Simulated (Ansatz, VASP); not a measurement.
# ZnAu in VASP and in Ansatz

INCAR

```
SYSTEM = ZnAu
ALGO = Fast
EDIFF = 1E-6
ENCUT = 520
GGA = CA
ISIF = 2
ISMEAR = 0
LASPH = .TRUE.
LCHARG = .TRUE.
LELF = .TRUE.
LREAL = .FALSE.
LVHAR = .TRUE.
LWAVE = .FALSE.
NBANDS = 18
NELM = 60
PREC = Accurate
SIGMA = 0.15
```

KPOINTS

```
k-points
0
G
  16 16 16
  0 0 0
```

File POSCAR:

```
ZnAu
1.0
    3.6329461238      0.0000000000      0.0000000000
    0.0000000000      3.6329461238      0.0000000000
    0.0000000000      0.0000000000      2.3614149804
Zn Au
1 1
Direct
    0.5000000000      0.5000000000      0.5000000000
    0.0000000000      0.0000000000      0.0000000000
```

Input for Ansatz:

```yaml
crystal:
  lattice:
    - [3.6329461238, 0.0, 0.0]
    - [0.0, 3.6329461238, 0.0]
    - [0.0, 0.0, 2.3614149804]
  atoms:
    - { symbol: Zn, position: [0.5, 0.5, 0.5] }
    - { symbol: Au, position: [0.0, 0.0, 0.0] }
basis:
  ecutwfc: 420
kpoints:
  mp_grid: { grid: [16, 16, 16] }
hamiltonian:
  xc: lda
scf:
  occupations: { method: gaussian, width: 0.15 }
output:
  forces: true
  stress: true
  eigenvalues: true
```

Alike in both runs: task single point; functional LDA; k mesh 16 × 16 × 16; occupations gaussian, width 0.15 eV; no spin polarisation.

```csv
,VASP,Ansatz
version,VASP 6.6.1,Ansatz 0.2.0
potentials or method,"VASP PAW LDA potentials, release 64 (Zn, Au), cutoff 520 eV","scalar-relativistic, plane waves, PAW"
valence electrons in the cell,23,31
```

```csv
,VASP,Ansatz,Ansatz less VASP
gap on the k mesh at the Fermi level (eV),none,none,-
pressure (GPa),17.1,16.4,-0.75
"traceless stress, the component that is largest in VASP (GPa)",47.83,47.51,-0.316
```

LDA's correlation is that of Perdew and Zunger in VASP and of Perdew and Wang (1992) in Ansatz. A gap of «none» marks a metal or a gap that the smearing closes. VASP's potentials hold 23 valence electrons a cell and Ansatz's 31, so a difference there can come from the potentials and not from the codes.

Neither program's run includes spin-orbit coupling.
